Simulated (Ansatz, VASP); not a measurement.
**Two plane-wave programs on Cu**

Contents of POSCAR:

```
Cu
1.0
   -1.4427933200      1.4427933200      1.3760814500
    1.4427933200     -1.4427933200      1.3760814500
    1.4427933200      1.4427933200     -1.3760814500
Cu
1
Direct
    0.0000000000      0.0000000000      0.0000000000
```

INCAR.step1

```
PREC = Accurate
ENCUT = 600
ISMEAR = 0
SIGMA = 0.1
LREAL = F
LASPH = T
NELM = 100
GGA = PE
ALGO = Normal
EDIFF = 1E-4
LWAVE = T
LCHARG = F
```

Contents of INCAR.step2:

```
PREC = Accurate
ENCUT = 600
EDIFF = 1E-7
ISMEAR = 0
SIGMA = 0.1
LREAL = F
LASPH = T
NELM = 100
ALGO = Normal
ISIF = 3
LWAVE = F
LCHARG = F
METAGGA = R2SCAN
LMIXTAU = T
IBRION = 2
NSW = 80
EDIFFG = -0.01
ISTART = 1
```

The input KPOINTS:

```
regular mesh
0
Gamma
  6 6 6
```

Input for Ansatz:

```yaml
crystal:
  lattice:
    - [-1.44279332, 1.44279332, 1.37608145]
    - [1.44279332, -1.44279332, 1.37608145]
    - [1.44279332, 1.44279332, -1.37608145]
  atoms:
    - { symbol: Cu, position: [0.0, 0.0, 0.0] }
basis:
  ecutwfc: 500
kpoints:
  mp_grid: { grid: [6, 6, 6] }
hamiltonian:
  xc: r2scan
scf:
  occupations: { method: gaussian, width: 0.1 }
output:
  forces: true
  stress: true
  eigenvalues: true
relax:
  adjacent_minimum: "off"
  f_tol: 0.01
  max_steps: 60
  cell: { stress_tol: 0.05 }
```

Alike in both runs: task relaxation of cell and atoms; functional r2SCAN; k mesh 6 × 6 × 6; occupations gaussian, width 0.1 eV; no spin polarisation.

|  | VASP | Ansatz |
| --- | --- | --- |
| version | VASP 6.6.1 | Ansatz 0.2.0 |
| potentials or method | VASP PAW PBE potentials, release 64 (Cu), cutoff 600 eV | scalar-relativistic, plane waves, PAW |
| valence electrons in the cell | 11 | 19 |

|  | VASP | Ansatz | Ansatz less VASP |
| --- | --- | --- | --- |
| gap on the k mesh at the Fermi level, each at its own relaxed structure (eV) | none | none | - |
| relaxed volume (Å³/atom) | 11.57 | 11.52 | -0.051 |
| relaxed length of the cell vector where the two differ most in proportion (Å) | 2.470 | 2.466 | -0.0036 |

VASP's potentials were made for PBE, not for r2SCAN. A gap of «none» marks a metal or a gap that the smearing closes. VASP's potentials hold 11 valence electrons a cell and Ansatz's 19, so a difference there can come from the potentials and not from the codes.

The k mesh is coarse, so the values compare programs but aren't converged.
